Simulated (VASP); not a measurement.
## SnO: single point with PBE

SnO:

```
Sn O
1.0
     3.13193    0.00000    0.00000
     0.00000    3.13193    0.00000
     0.00000    0.00000    3.13193
Sn O
1 1
Direct
  0.00000 0.00000 0.00000
  0.50000 0.50000 0.50000
```

```json
{
 "Program": "VASP 6.6.1",
 "Task": "single point",
 "Functional": "PBE",
 "Potentials or basis": "VASP PAW PBE potentials, release 64 (Sn_d, O)",
 "Cutoff": "520 eV",
 "k mesh": "9 × 9 × 9",
 "Occupations": "fermi-dirac, width 0.05 eV",
 "Spin": "no spin polarisation",
 "Dipole correction": "no",
 "Further INCAR settings": "ALGO = Normal; EDIFF = 1e-07; NBANDS = 17"
}
```

```
Pressure               : 0.0 GPa
Band gap on the k mesh : 0.47 eV, indirect (least direct gap 0.92 eV)
```

Levels at points of the mesh, in eV from the valence-band top:
```
           k point  band 7  band 8  band 9  band 10  band 11  band 12  band 13  band 14
(0.00, 0.00, 0.00)   -7.28   -2.24   -2.24    -2.24     8.13     8.13     8.13     8.23
```

Run time: 8.3 s on 1 thread of AMD EPYC 9R45 96-Core Processor (Zen 5) (shared host), peak memory 0.12 GiB.

Caveat: spin-orbit coupling is left out, which moves the levels of the heavy elements. A k mesh can miss the band edges.
